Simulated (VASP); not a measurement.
Input of a VASP 6.6.1 run:

The input POSCAR:

```
GaP
1.0
    2.7252500000      2.7252500000      0.0000000000
   -2.7252500000      2.7252500000      0.0000000000
    0.0000000000      2.7252500000      2.7252500000
Ga P
1 1
Direct
    0.0000000000      0.0000000000      0.0000000000
    0.7500000000      0.2500000000      0.5000000000
```

INCAR.step1

```
PREC = Accurate
ENCUT = 600
ISMEAR = 0
SIGMA = 0.01
LREAL = F
LASPH = T
NELM = 80
GGA = PE
ALGO = Normal
EDIFF = 1E-4
LWAVE = T
LCHARG = F
```

Contents of INCAR.step2:

```
PREC = Accurate
ENCUT = 600
EDIFF = 1E-6
ISMEAR = 0
SIGMA = 0.01
LREAL = F
LASPH = T
NELM = 80
ALGO = Normal
ISIF = 3
LWAVE = F
LCHARG = F
METAGGA = R2SCAN
LMIXTAU = T
IBRION = 2
NSW = 100
EDIFFG = -0.002
PSTRESS = 100.0
ISTART = 1
```

The input KPOINTS:

```
Automatic mesh
0
Gamma
  8 8 8
```

Potentials or basis: VASP PAW PBE potentials, release 64 (Ga_d, P).

Run with:

```console
$ cat potpaw_PBE.64/Ga_d/POTCAR potpaw_PBE.64/P/POTCAR > POTCAR
$ cp INCAR.step1 INCAR
$ mpirun -np 1 vasp_std > vasp.out
$ cp INCAR.step2 INCAR
$ mpirun -np 1 vasp_std > vasp.out
```

**Question.** Estimate the relaxed cell.

**Answer.** a = 3.737 Å, b = 3.737 Å, c = 3.737 Å, α = 60.00°, β = 60.00°, γ = 90.00°.

**Question.** Predict the space group after relaxing (to 0.1 Å).

**Answer.** F-43m (No. 216).

**Question.** Predict the band gap on the k mesh.

**Answer.** 1.71 eV (least direct gap 3.17 eV).

Final structure:
```xyz
2
Lattice="2.6423 2.6423 0.0000 -2.6423 2.6423 0.0000 0.0000 2.6423 2.6423" Properties=species:S:1:pos:R:3 pbc="T T T"
Ga    0.0000    2.6423    2.6423
P     1.3211    3.9634    1.3211
```

Caveat: the cell is relaxed towards a set pressure, so the run minimises the enthalpy, not the energy. A k mesh can miss the band edges.
